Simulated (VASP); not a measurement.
Here is a VASP 6.6.1 calculation.

INCAR

```
ALGO = Normal
EDIFF = 1E-7
EDIFFG = -0.002
ENCUT = 600
GGA = PE
GGA_COMPAT = F
IBRION = 2
ISIF = 3
ISMEAR = 0
LASPH = T
LCHARG = F
LREAL = F
LWAVE = F
NELM = 120
NELMIN = 4
NSW = 100
PREC = Accurate
SIGMA = 0.02
```

File KPOINTS:

```
k-points
0
Gamma
  12 12 12
```

Contents of POSCAR:

```
C
1.0
    0.0000000000      1.7833700000      1.7833700000
    1.7833700000      0.0000000000      1.7833700000
    1.7833700000      1.7833700000      0.0000000000
C
2
Direct
    0.5000000000      0.5000000000      0.5000000000
    0.7500000000      0.7500000000      0.7500000000
```

Potentials or basis: VASP PAW PBE potentials, release 64 (C).

Launch:

```sh
$ cat potpaw_PBE.64/C/POTCAR > POTCAR
$ mpirun -np 1 vasp_std > vasp.out
```

(1) Predict the band gap on the k mesh.

(2) Estimate the space group after relaxing (to 0.1 Å).

Answers

(1) 4.14 eV (least direct gap 5.58 eV).

(2) Fd-3m (No. 227).
